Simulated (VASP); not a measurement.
# MnSi (P2_13) in VASP: notebook, part 2 of 2

VASP 6.6.1. Earlier steps stand in the parts before.

### 3 Single point, PBE, collinear spin, ferromagnetic start

INCAR

```
PREC = Accurate ; ENCUT = 500
EDIFF = 1E-6 ; ISMEAR = 0
SIGMA = 0.1 ; LREAL = F
LASPH = T ; NELM = 200
ALGO = Normal ; ISIF = 2
LWAVE = F ; LCHARG = T
ISPIN = 2 ; MAGMOM = 1.1 1.1 1.1 1.1 0 0 0 0
LORBIT = 11 ; LMAXMIX = 4
GGA = PE ; LELF = T
LVHAR = T ; NBANDS = 48
GGA_COMPAT = F
```

KPOINTS

```
regular mesh
0
Gamma
  8 8 8
```

POSCAR

```
MnSi
1.0
    4.5175722978      0.0000000000      0.0000000000
    0.0000000000      4.5175722978      0.0000000000
    0.0000000000      0.0000000000      4.5175722978
Mn Si
4 4
Direct
    0.1364398393      0.1364398393      0.1364398393
    0.3635601607      0.8635601607      0.6364398393
    0.6364398393      0.3635601607      0.8635601607
    0.8635601607      0.6364398393      0.3635601607
    0.8452908486      0.8452908486      0.8452908486
    0.6547091514      0.1547091514      0.3452908486
    0.3452908486      0.6547091514      0.1547091514
    0.1547091514      0.3452908486      0.6547091514
```

Potentials or basis: VASP PAW PBE potentials, release 64 (Mn_pv, Si).

On the command line:

```bash
cat potpaw_PBE.64/Mn_pv/POTCAR potpaw_PBE.64/Si/POTCAR > POTCAR
mpirun -np 1 vasp_std > vasp.out
```

OUTCAR:

```text
PREC = Accurate
   ENCUT = 500
   EDIFF = 1E-6
   ISMEAR = 0
   LREAL = F
   LASPH = T
   NELM = 200
   ISIF = 2
   ISPIN = 2
   LORBIT = 11
   GGA = PE

 ion  position               nearest neighbor table
   1  0.136  0.136  0.136-   5 2.28   6 2.37   7 2.37   8 2.37   7 2.53   8 2.53   6 2.53   3 2.77
                             4 2.77   2 2.77   2 2.77   4 2.77   3 2.77
   2  0.364  0.864  0.636-   6 2.28   5 2.37   7 2.37   8 2.37   7 2.53   8 2.53   5 2.53   1 2.77
                             1 2.77   3 2.77   3 2.77   4 2.77   4 2.77
   3  0.636  0.364  0.864-   7 2.28   6 2.37   5 2.37   8 2.37   8 2.53   6 2.53   5 2.53   1 2.77
                             4 2.77   2 2.77   2 2.77   4 2.77   1 2.77
   4  0.864  0.636  0.364-   8 2.28   6 2.37   7 2.37   5 2.37   6 2.53   5 2.53   7 2.53   1 2.77
                             3 2.77   2 2.77   1 2.77   2 2.77   3 2.77
   5  0.845  0.845  0.845-   1 2.28   2 2.37   3 2.37   4 2.37   3 2.53   4 2.53   2 2.53   6 2.79
                             7 2.79   8 2.79   6 2.79   8 2.79   7 2.79
[... 2618 lines left out ...]
 -----------------------------------------------------------------------------------
    total drift:                               -0.000001     -0.000001      0.000000

  FREE ENERGIE OF THE ION-ELECTRON SYSTEM (eV)
  ---------------------------------------------------
  free  energy   TOTEN  =       -61.4412196580 eV

  energy  without entropy=      -61.4222538509  energy(sigma->0) =      -61.43173675

 total charge

# of ion       s       p       d       tot
------------------------------------------
    1        0.334   6.389   5.290  12.012
    2        0.334   6.389   5.290  12.012
    3        0.334   6.389   5.290  12.012
    4        0.334   6.389   5.290  12.012
    5        0.744   0.906   0.000   1.649
    6        0.744   0.906   0.000   1.649
    7        0.744   0.906   0.000   1.649
    8        0.744   0.906   0.000   1.649
--------------------------------------------------
tot          4.310  29.176  21.160  54.646

 magnetization (x)

# of ion       s       p       d       tot
------------------------------------------
    1        0.001   0.007   1.032   1.039
    2        0.001   0.007   1.032   1.039
    3        0.001   0.007   1.032   1.039
    4        0.001   0.007   1.032   1.039
    5       -0.013  -0.035   0.000  -0.048
    6       -0.013  -0.035   0.000  -0.048
    7       -0.013  -0.035   0.000  -0.048
    8       -0.013  -0.035   0.000  -0.048
--------------------------------------------------
tot         -0.048  -0.113   4.126   3.965
```

stdout:

```text
POSCAR found type information on POSCAR MnSi
 POSCAR found :  2 types and       8 ions
 scaLAPACK will be used
 LDA part: xc-table for (Slater+PW92), standard interpolation
 POSCAR, INCAR and KPOINTS ok, starting setup
 FFT: planning ... GRIDC
 FFT: planning ... GRID_SOFT
 FFT: planning ... GRID
 WAVECAR not read
 entering main loop
```

It took 12 min on 1 thread of AMD EPYC 7R13, shared host; peak memory 0.37 GiB.

Results:

- Free energy: -61.4412 eV
- Pressure: -0.1 GPa
- Largest force: 0.015 eV/Å
- Net moment: 3.92 μB per cell
- Site moments: Mn +1.04; Si -0.05 μB
- Valence electrons inside the program's atomic spheres: Mn 12.01; Si 1.65

Forces on the atoms (eV/Å):
```
Mn   0.007  0.007  0.007
Mn  -0.007 -0.007  0.007
Mn   0.007 -0.007 -0.007
Mn  -0.007  0.007 -0.007
Si  -0.009 -0.009 -0.009
Si   0.009  0.009 -0.009
Si  -0.009  0.009  0.009
Si   0.009 -0.009  0.009
```

Levels at points of the mesh, in eV from the Fermi level:
Spin up:
```csv
k point,band 32,band 33,band 34,band 35,band 36,band 37,band 38,band 39,band 40,band 41
"(0.00, 0.00, 0.00)",-0.38,-0.38,-0.38,-0.32,-0.32,0.77,0.77,0.77,2.99,2.99
"(0.50, 0.00, 0.00)",-1.30,-0.62,-0.62,-0.13,-0.13,0.30,0.30,1.83,1.83,2.19
"(0.50, 0.50, 0.00)",-1.29,-1.05,-1.05,-0.59,-0.59,0.76,0.76,1.31,1.31,2.76
"(0.50, 0.50, 0.50)",-0.93,-0.70,-0.70,-0.70,-0.70,0.61,0.61,0.61,0.61,5.35
```
Spin down:
```tsv
k point	band 28	band 29	band 30	band 31	band 32	band 33	band 34	band 35	band 36	band 37
(0.00, 0.00, 0.00)	-1.90	-1.42	-1.42	-1.42	0.66	0.66	0.66	0.99	0.99	1.56
(0.50, 0.00, 0.00)	-1.85	-1.20	-1.20	-0.43	-0.43	0.59	0.59	0.89	0.89	1.06
(0.50, 0.50, 0.00)	-0.99	-0.63	-0.63	-0.52	-0.52	-0.28	-0.28	0.60	0.60	1.45
(0.50, 0.50, 0.50)	-1.89	0.06	0.06	0.06	0.06	0.23	0.23	0.23	0.23	1.27
```
